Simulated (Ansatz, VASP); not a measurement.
## KCl: VASP beside Ansatz

INCAR

```
  PREC = Accurate
  ENCUT = 500
  EDIFF = 1E-6
  ISMEAR = 0
  SIGMA = 0.05
  LREAL = False
  LASPH = True
  NELM = 120
  ALGO = Normal
  ISIF = 2
  LWAVE = False
  LCHARG = False
  GGA = PE
  NBANDS = 15
  GGA_COMPAT = False
```

KPOINTS

```
Automatic mesh
0
Gamma
  8 8 8
```

Contents of POSCAR:

```
KCl
1.0
    0.0000000000      3.1517396104      3.1517396104
    3.1517396104      0.0000000000      3.1517396104
    3.1517396104      3.1517396104      0.0000000000
K Cl
1 1
Direct
    0.0000000000      0.0000000000      0.0000000000
    0.5000000000      0.5000000000      0.5000000000
```

Input for Ansatz:

```yaml
crystal:
  lattice:
    - [0.0, 3.1517396104, 3.1517396104]
    - [3.1517396104, 0.0, 3.1517396104]
    - [3.1517396104, 3.1517396104, 0.0]
  atoms:
    - { symbol: K, position: [0.0, 0.0, 0.0] }
    - { symbol: Cl, position: [0.5, 0.5, 0.5] }
basis:
  ecutwfc: 420
  ecutrho_ratio: 4
kpoints:
  mp_grid: { grid: [8, 8, 8] }
hamiltonian:
  xc: pbe
scf:
  occupations: { method: gaussian, width: 0.05 }
output:
  forces: true
  stress: true
  eigenvalues: true
```

Alike in both runs: task single point; functional PBE; k mesh 8 × 8 × 8; occupations gaussian, width 0.05 eV; no spin polarisation.

```csv
,VASP,Ansatz
version,VASP 6.6.1,Ansatz 0.2.0
potentials or method,"VASP PAW PBE potentials, release 64 (K_sv, Cl), cutoff 500 eV","scalar-relativistic, plane waves, PAW"
valence electrons in the cell,16,16
```

|  | VASP | Ansatz | Ansatz less VASP |
| --- | --- | --- | --- |
| gap on the k mesh at the Fermi level (eV) | 5.17 | 5.17 | +0.002 |
| least direct gap on the mesh (eV) | 5.17 | 5.17 | +0.002 |
| pressure (GPa) | 0.7 | 0.7 | -0.02 |
